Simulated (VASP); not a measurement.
A run of VASP 6.6.1:

Contents of INCAR:

```
  ALGO = Normal
  DIPOL = 0.5 0.5 0.362
  EDIFF = 1E-6
  ENCUT = 400
  GGA = PE
  GGA_COMPAT = False
  IDIPOL = 3
  ISIF = 2
  ISMEAR = 1
  IVDW = 12
  LASPH = True
  LCHARG = True
  LDIPOL = True
  LELF = True
  LREAL = False
  LVACPOTAV = True
  LVHAR = True
  LWAVE = False
  NBANDS = 22
  NELM = 120
  NELMDL = -8
  PREC = Accurate
  SIGMA = 0.1
```

Contents of KPOINTS:

```
k-points
0
Gamma
  15 15 1
```

The input POSCAR:

```
Pt
1.0
    2.8939869419      0.0000000000      0.0000000000
   -1.4469934709      2.5062662099      0.0000000000
    0.0000000000      0.0000000000     36.4360328557
Pt
3
Direct
    0.0000000000      0.0000000000      0.3018989483
    0.6666666667      0.3333333333      0.3612687518
    0.3333333333      0.6666666667      0.4217163423
```

Potentials or basis: VASP PAW PBE potentials, release 64 (Pt).

Run with:

```bash
$ cat potpaw_PBE.64/Pt/POTCAR > POTCAR
$ mpirun -np 1 vasp_std > vasp.out
```

Hardware: 1 thread of Intel Xeon 8259CL, on a shared host.

Task: Estimate the wall time of this run.

Result: Wall time 6.5 min on 1 thread of Intel Xeon 8259CL, on a shared host, peak memory 0.33 GiB. Counts: scf iterations 29, k points 27.
